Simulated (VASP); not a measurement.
# WC (P1) in VASP: single point with PBE

Aim: the single point of WC with PBE.

Everything below comes from runs of VASP 6.6.1. Logs are shortened: lines on timing, memory, paths and dates and some standing lists are left out, and cuts for length are marked.

## (1) The cell of the first run

The typed cell holds 2 atoms: a = 2.901 Å, b = 2.901 Å, c = 2.829 Å, α = 90.00°, β = 90.00°, γ = 120.00°.

## (2) Single point, PBE (one atom moved)

INCAR reads:

```
PREC     = Accurate       # precision mode
ENCUT    = 520            # plane-wave cutoff, eV
EDIFF    = 1E-7           # SCF threshold, eV
ISMEAR   = 0              # smearing method
SIGMA    = 0.1            # smearing width, eV
LREAL    = False          # projectors in reciprocal space
LASPH    = True           # aspherical terms in the spheres
NELM     = 100            # most SCF steps
ALGO     = Normal         # electronic algorithm
ISIF     = 2              # what is computed and relaxed
LWAVE    = False          # write WAVECAR
LCHARG   = False          # write CHGCAR
GGA      = PE             # functional
NBANDS   = 16             # bands
```

KPOINTS reads:

```
Automatic mesh
0
Gamma
  15 15 14
```

POSCAR reads:

```
WC
1.0
    2.9005014360      0.0000000000      0.0000000000
   -1.4502507180      2.5119079273      0.0000000000
    0.0000000000      0.0000000000      2.8290000000
W C
1 1
Direct
    0.0007824357      0.0464467661     -0.1238600212
    0.6666666667      0.3333333333      0.5000000000
```

Potentials or basis: VASP PAW PBE potentials, release 64 (W_sv, C).

Launch:

```sh
$ cat potpaw_PBE.64/W_sv/POTCAR potpaw_PBE.64/C/POTCAR > POTCAR
$ mpirun -np 1 vasp_std > vasp.out
```

OUTCAR:

```text
PREC = Accurate
   ENCUT = 520
   EDIFF = 1E-7
   ISMEAR = 0
   LREAL = False
   LASPH = True
   NELM = 100
   ISIF = 2
   GGA = PE

 ion  position               nearest neighbor table
   1  0.001  0.046  0.876-   2 1.89   2 1.99   2 2.08   2 2.36   2 2.44   2 2.52
   2  0.667  0.333  0.500-   1 1.89   1 1.99   1 2.08   1 2.36   1 2.44   1 2.52

  LATTYP: Found a hexagonal cell.
 ALAT       =     2.9005014360
 C/A-ratio  =     0.9753485949

  Lattice vectors:

 A1 = (   2.9005014360,   0.0000000000,   0.0000000000)
 A2 = (  -1.4502507180,   2.5119079273,   0.0000000000)
 A3 = (   0.0000000000,   0.0000000000,   2.8290000000)

Analysis of symmetry for initial positions (statically):
=====================================================================
 Subroutine PRICEL returns:
 Original cell was already a primitive cell.

 Routine SETGRP: Setting up the symmetry group for a
 hexagonal supercell.

 Subroutine GETGRP returns: Found  1 space group operations
 (whereof  1 operations were pure point group operations)
 out of a pool of 24 trial point group operations.

The static configuration has the point symmetry C_1 .

Analysis of symmetry for dynamics (positions and initial velocities):
=====================================================================
 Subroutine PRICEL returns:
 Original cell was already a primitive cell.

 Routine SETGRP: Setting up the symmetry group for a
 hexagonal supercell.

 Subroutine GETGRP returns: Found  1 space group operations
 (whereof  1 operations were pure point group operations)
 out of a pool of 24 trial point group operations.

The dynamic configuration has the point symmetry C_1 .

 Subroutine INISYM returns: Found  1 space group operations
 (whereof  1 operations are pure point group operations),
 and found     1 'primitive' translations

----------------------------------------------------------------------------------------

                                     Primitive cell

  volume of cell :      20.6115

  direct lattice vectors                    reciprocal lattice vectors
     2.900501436  0.000000000  0.000000000     0.344767973  0.199051882  0.000000000
    -1.450250718  2.511907927  0.000000000     0.000000000  0.398103764  0.000000000
     0.000000000  0.000000000  2.829000000     0.000000000  0.000000000  0.353481796

  length of vectors
     2.900501436  2.900501436  2.829000000     0.398103764  0.398103764  0.353481796

  position of ions in fractional coordinates (direct lattice)
     0.000782436  0.046446766  0.876139979
     0.666666667  0.333333333  0.500000000

  ion indices of the primitive-cell ions
   primitive index   ion index
                 1           1
                 2           2

----------------------------------------------------------------------------------------

 KPOINTS: Automatic mesh

Automatic generation of k-mesh.
 Grid dimensions read from file:
 generate k-points for:   15   15   14

 Generating k-lattice:

  Cartesian coordinates                     Fractional coordinates (reciprocal lattice)
     0.022984532  0.013270125  0.000000000     0.066666667  0.000000000  0.000000000
     0.000000000  0.026540251  0.000000000     0.000000000  0.066666667  0.000000000
     0.000000000  0.000000000  0.025248700     0.000000000  0.000000000  0.071428571

  Length of vectors
     0.026540251  0.026540251  0.025248700

  Shift w.r.t. Gamma in fractional coordinates (k-lattice)
     0.000000000  0.000000000  0.000000000

 Subroutine IBZKPT returns following result:
 ===========================================

 Found   1576 irreducible k-points:

 Following reciprocal coordinates:
            Coordinates               Weight
  0.000000  0.000000  0.000000      1.000000
  0.066667 -0.000000  0.000000      2.000000
  0.000000  0.066667  0.000000      2.000000
 -0.066667  0.066667  0.000000      2.000000
  0.133333 -0.000000  0.000000      2.000000
  0.000000  0.133333  0.000000      2.000000
[... 16 lines left out ...]
  0.066667  0.066667  0.000000      2.000000
 -0.066667  0.133333  0.000000      2.000000
 [... further k-points ...]
   k-points           NKPTS =   1576   k-points in BZ     NKDIM =   1576   number of bands    NBANDS=     16
   number of dos      NEDOS =    301   number of ions     NIONS =      2
   total plane-waves  NPLWV =  13824
   dimension x,y,z NGX =    24 NGY =   24 NGZ =   24
   dimension x,y,z NGXF=    48 NGYF=   48 NGZF=   48
   ions per type =               1   1
   NGX,Y,Z   is equivalent  to a cutoff of  13.76, 13.76, 14.10 a.u.
   NGXF,Y,Z  is equivalent  to a cutoff of  27.51, 27.51, 28.21 a.u.
 SYSTEM =  unknown system
   PREC   = accura    normal or accurate (medium, high low for compatibility)
   ISTART =      0    job   : 0-new  1-cont  2-samecut
   ICHARG =      2    charge: 1-file 2-atom 10-const
   ISPIN  =      1    spin polarized calculation?
   LNONCOLLINEAR =      F non collinear calculations
   LSORBIT =      F    spin-orbit coupling
   LASPH  =      T    aspherical Exc in radial PAW
   ENCUT  =  520.0 eV  38.22 Ry    6.18 a.u.   5.39  5.39  5.26*2*pi/ulx,y,z
   NELM   =    100;   NELMIN=  2; NELMDL= -5     # of ELM steps
   EDIFF  = 0.1E-06   stopping-criterion for ELM
   LREAL  =      F    real-space projection
   EDIFFG = 0.1E-05   stopping-criterion for IOM
   NSW    =      0    number of steps for IOM
   IBRION =     -1    ionic relax: 0-MD 1-quasi-New 2-CG
   NFREE  =      0    steps in history (QN), initial steepest desc. (CG)
   ISIF   =      2    stress and relaxation
   ISYM   =      2    0-nonsym 1-usesym 2-fastsym
   POTIM  = 0.5000    time-step for ionic-motion
   TEBEG  =    0.0;   TEEND  =   0.0 temperature during run
   PSTRESS=    0.0 pullay stress
   NELECT =      18.0000    total number of electrons
   NUPDOWN=      -1.0000    fix difference up-down
   EMIN   =  10.00;   EMAX   =-10.00  energy-range for DOS
   EFERMI =   0.00;   METHOD = LEGACY
   ISMEAR =     0;   SIGMA  =   0.10  broadening in eV -4-tet -1-fermi 0-gaus
   EFERMI_NEDOS =   21; number of points for ismear=-14 and -15
   IALGO  =     38    algorithm
   IMIX   =      4    mixing-type and parameters
     AMIX     =   0.40;   BMIX     =  1.00
     AMIX_MAG =   1.60;   BMIX_MAG =  1.00
  volume/ion in A,a.u.               =      10.31        69.55
  Fermi-wavevector in a.u.,A,eV,Ry     =   1.564813  2.957068 33.315762  2.448639
  Thomas-Fermi vector in A             =   2.667381
   LORBIT       =      0    0 simple, 1 ext, 2 COOP (PROOUT), +10 PAW based schemes
   GGA     = PE    functional components
   LHFCALC =     F    Hartree Fock is set to
   AEXX    =    0.0000 exact exchange contribution
   IVDW    =     0    specifies the selected vdW correction
   LEPSILON=     F    determine dielectric tensor
   LRPA    =     F    only Hartree local field effects (RPA)
 non-spin polarized calculation
 Gauss-broadening in eV      SIGMA  =   0.10
  energy-cutoff  :      520.00
  volume of cell :       20.61
 maximum number of plane-waves:       580
 NGX is ok and might be reduce to    24
   NGX = 11   NGY = 11   NGZ = 11

 number of electron      18.0000001 magnetization

 Free energy of the ion-electron system (eV)
  ---------------------------------------------------
  ext. energy  EPLUGINS =         0.00000000
  ---------------------------------------------------
  free energy    TOTEN  =       -21.24692578 eV

  energy without entropy =      -21.24513707  energy(sigma->0) =      -21.24603142

 E-fermi :  11.5247     XC(G=0): -13.7586

 val. band max:       11.5239192741   @ k =   0.0000  -0.1333   0.1429
 cond. band min:      11.5256738240   @ k =  -0.0667  -0.4667   0.3571
 fundamental gap:      0.0017545499
 Fermi energy:        11.5247142087

 k-point     1 :       0.0000    0.0000    0.0000
  band No.  band energies     occupation
      1     -62.6118      2.00000
      2     -26.6755      2.00000
      3     -26.5982      2.00000
      4     -26.5542      2.00000
      5      -3.2871      2.00000
      6       5.6723      2.00000
[... 8 lines left out ...]
     15      23.1946      0.00000
     16      27.5079      0.00000

 k-point     2 :       0.0667   -0.0000    0.0000
  band No.  band energies     occupation
      1     -62.6091      2.00000
      2     -26.6829      2.00000
      3     -26.6240      2.00000
      4     -26.5660      2.00000
      5      -3.1649      2.00000
      6       5.6959      2.00000
[... 8 lines left out ...]
     15      23.3652      0.00000
     16      27.4816      0.00000

 k-point     3 :       0.0000    0.0667    0.0000
  band No.  band energies     occupation
      1     -62.6091      2.00000
      2     -26.6816      2.00000
      3     -26.6063      2.00000
      4     -26.5841      2.00000
      5      -3.1721      2.00000
      6       5.7064      2.00000
[... 8 lines left out ...]
     15      23.2936      0.00000
     16      27.5724      0.00000

 k-point     4 :      -0.0667    0.0667    0.0000
  band No.  band energies     occupation
      1     -62.6090      2.00000
      2     -26.6942      2.00000
      3     -26.6141      2.00000
      4     -26.5654      2.00000
      5      -3.1599      2.00000
      6       5.6850      2.00000
[... 8 lines left out ...]
     15      23.4141      0.00000
     16      27.6645      0.00000
[... 324 lines left out ...]
 k-point    22 :      -0.4667    0.4667    0.0000
  band No.  band energies     occupation
      1     -62.5488      2.00000
      2     -27.5125      2.00000
      3     -26.7747      2.00000
      4     -26.5251      2.00000
      5       0.0896      2.00000
      6       3.9302      2.00000
[... 8 lines left out ...]
     15      25.5397      0.00000
     16      27.8049      0.00000

 k-point    23 :       0.0667    0.0667    0.0000
  band No.  band energies     occupation
      1     -62.6039      2.00000
      2     -26.6958      2.00000
      3     -26.6716      2.00000
      4     -26.5888      2.00000
      5      -2.9467      2.00000
      6       5.6990      2.00000
[... 8 lines left out ...]
     15      23.5104      0.00000
     16      27.5454      0.00000

 k-point    24 :      -0.0667    0.1333    0.0000
  band No.  band energies     occupation
      1     -62.6039      2.00000
      2     -26.7389      2.00000
      3     -26.6146      2.00000
      4     -26.6045      2.00000
      5      -2.9328      2.00000
      6       5.6735      2.00000
[... 8 lines left out ...]
     15      23.6367      0.00000
     16      27.9176      0.00000

 [... further k-points ...]

------------------------ aborting loop because EDIFF is reached ----------------------------------------

  FORCE on cell =-STRESS in cart. coord.  units (eV):
  Direction    XX          YY          ZZ          XY          YZ          ZX
  --------------------------------------------------------------------------------------
  -------------------------------------------------------------------------------------
  Total        6.8457161      3.5528455      5.2944288     -0.9852928     -1.7660553      1.4685390
  in kB      532.1324152    276.1704195    411.5474766    -76.5889525   -137.2793246    114.1527317
  external PRESSURE =     406.6167705 kB  Pullay stress =       0.0000000 kB

 VOLUME and BASIS-vectors are now :
 -----------------------------------------------------------------------------
  energy-cutoff  :      520.00
  volume of cell :       20.61
      direct lattice vectors                 reciprocal lattice vectors
     2.900501436  0.000000000  0.000000000     0.344767973  0.199051882  0.000000000
    -1.450250718  2.511907927  0.000000000     0.000000000  0.398103764  0.000000000
     0.000000000  0.000000000  2.829000000     0.000000000  0.000000000  0.353481796

 POSITION                                       TOTAL-FORCE (eV/Angst)
 -----------------------------------------------------------------------------------
     -0.06509      0.11667      2.47860         1.742374     -2.291466      6.268590
      1.45025      0.83730      1.41450        -1.742374      2.291466     -6.268590
 -----------------------------------------------------------------------------------
    total drift:                                0.000026     -0.000022      0.000072

  FREE ENERGIE OF THE ION-ELECTRON SYSTEM (eV)
  ---------------------------------------------------
  free  energy   TOTEN  =       -21.2469257792 eV

  energy  without entropy=      -21.2451370667  energy(sigma->0) =      -21.24603142
```

It took 4 min on 1 thread of Intel Xeon 8259CL, shared host; peak memory 0.59 GiB.

Results:

* Free energy: -21.2469 eV
* Pressure: 40.7 GPa
* Largest force: 6.898 eV/Å
* Band gap on the k mesh: zero (bands 9 and 10 overlap by 1.88 eV)

Forces in eV/Å, atoms in the order of the input:
```
W    1.742 -2.291  6.269
C   -1.742  2.291 -6.269
```

Caveat: the cell differs from its parent crystal (one atom moved); the stress differs along the axes, from 28 to 53 GPa; spin-orbit coupling is left out, which moves the levels of the heavy elements; forces of over 1 eV/Å act on the atoms, so gaps and moduli don't describe the material at rest.
